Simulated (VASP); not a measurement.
A run of VASP 6.6.1 is set up as follows.

The input INCAR:

```
PREC = Accurate
ENCUT = 520
EDIFF = 1E-6
ISMEAR = -1
SIGMA = 0.15
LREAL = Auto
LASPH = True
NELM = 60
ALGO = Normal
ISIF = 2
LWAVE = False
LCHARG = False
NBANDS = 32
```

File KPOINTS:

```
regular mesh
0
Gamma
  5 6 4
```

POSCAR

```
Be16B
1.0
   -2.2900000000     -3.9663960000      0.0000000000
    3.4350000000     -1.9831980000      0.0000000000
    0.0000000000      0.0000000000      7.1768600000
Be B
16 1
Direct
    0.7765051153      0.5303798294     -0.0010889163
    0.5234399692      0.3762412022      0.2563180834
    0.7784514451      0.5322354612      0.5112259400
    0.5259245491      0.3350114170      0.7581907687
    0.5276319565      0.0430681748      0.0162101532
    0.2758473762      0.8676592406      0.2519569840
    0.5470663362      0.0565804687      0.4887330950
    0.0387620422      0.7236556264      0.7637954481
    0.2772548329      0.5309195247      0.0049142661
    0.0205500925      0.3591119976      0.2574805695
    0.2824388240      0.5381836701      0.5298650106
   -0.0309882426      0.2347126417      0.7528637872
    0.0170890376      0.0057251517      0.0180029985
    0.7720354166      0.8546856198      0.2544244976
    0.0107848410      0.0045875650      0.4943426512
    0.6224040289      0.8306725549      0.7498974482
    0.2895766462      0.0114362503      0.6813096535
```

Potentials or basis: VASP PAW LDA potentials, release 64 (Be, B).

Launch:

```sh
$ cat potpaw_LDA.64/Be/POTCAR potpaw_LDA.64/B/POTCAR > POTCAR
$ mpirun -np 1 vasp_std > vasp.out
```

(1) Predict the largest force.

(2) Estimate the band gap on the k mesh.

## Answers

(1) 0.881 eV/Å.

(2) zero (an odd number of electrons rules out a gap without spin polarisation).
